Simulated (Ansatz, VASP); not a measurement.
## Two plane-wave programs on Al3Cu

```xyz
4
Lattice="2.7796 0.0000 0.0000 0.0000 2.7796 0.0000 0.0000 0.0000 7.5577" Properties=species:S:1:pos:R:3 pbc="T T T"
Al    0.0000    0.0000    3.7789
Al    1.3898    1.3898    1.6939
Al    1.3898    1.3898    5.8638
Cu    0.0000    0.0000    0.0000
```

Alike in both runs: functional r2SCAN; k mesh 6 × 6 × 4; occupations gaussian, width 0.1 eV; no spin polarisation.

Ansatz relaxed the structure, and its values are those at the end. VASP's run is a single point on that final structure, the one shown.

|  | VASP | Ansatz |
| --- | --- | --- |
| version | VASP 6.6.1 | Ansatz 0.2.0 |
| potentials or method | VASP PAW PBE potentials, release 64 (Al, Cu), cutoff 520 eV | scalar-relativistic, plane waves, PAW |
| valence electrons in the cell | 20 | 28 |

VASP gave:

| Quantity | Value |
| --- | --- |
| gap on the k mesh at the Fermi level (eV) | none |
| pressure (GPa) | -0.2 |
| rms of the force components (eV/Å) | 0.007 |

**Question.** What did Ansatz give for the same quantities?

**Answer.** gap on the k mesh at the Fermi level (eV): none; pressure (GPa): 0.0; rms of the force components (eV/Å): 0.001.

VASP's potentials were made for PBE, not for r2SCAN. A gap of «none» marks a metal or a gap that the smearing closes. VASP's potentials hold 20 valence electrons a cell and Ansatz's 28, so a difference there can come from the potentials and not from the codes.

The k mesh is coarse, so the values compare programs but aren't converged.
